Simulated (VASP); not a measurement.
In3As, 4 atoms in the cell. The structure is cubic, space group Pm-3m (No. 221). Conventional cell: a = 4.730 Å, b = 4.730 Å, c = 4.730 Å, α = 90.00°, β = 90.00°, γ = 90.00°. In (site symmetry 4/mmm) has 8 In at 3.34 Å and 4 As at 3.34 Å within 4.4 Å. As (site symmetry m-3m) has 12 In at 3.34 Å within 4.4 Å. 

- Program: VASP 6.6.1
- Task: single point
- Functional: RPBE
- Potentials or basis: VASP PAW PBE potentials, release 64 (In_d, As)
- Cutoff: 520 eV
- k mesh: 4 × 4 × 4
- Occupations: fermi-dirac, width 0.01 eV
- Spin: no spin polarisation
- Dipole correction: no
- Further INCAR settings: ALGO = Normal; EDIFF = 1e-06; NBANDS = 30

Potentials or basis: VASP PAW PBE potentials, release 64 (In_d, As).

The run is started by

```sh
$ cat potpaw_PBE.64/In_d/POTCAR potpaw_PBE.64/As/POTCAR > POTCAR
$ mpirun -np 1 vasp_std > vasp.out
```

Hardware: 1 thread of Intel Xeon 8259CL, on a shared host.

Question: Estimate the wall time of this run.

Answer: Run time: 56 s on 1 thread of Intel Xeon 8259CL (shared host), peak memory 0.21 GiB. Counts: scf iterations 14, k points 10.
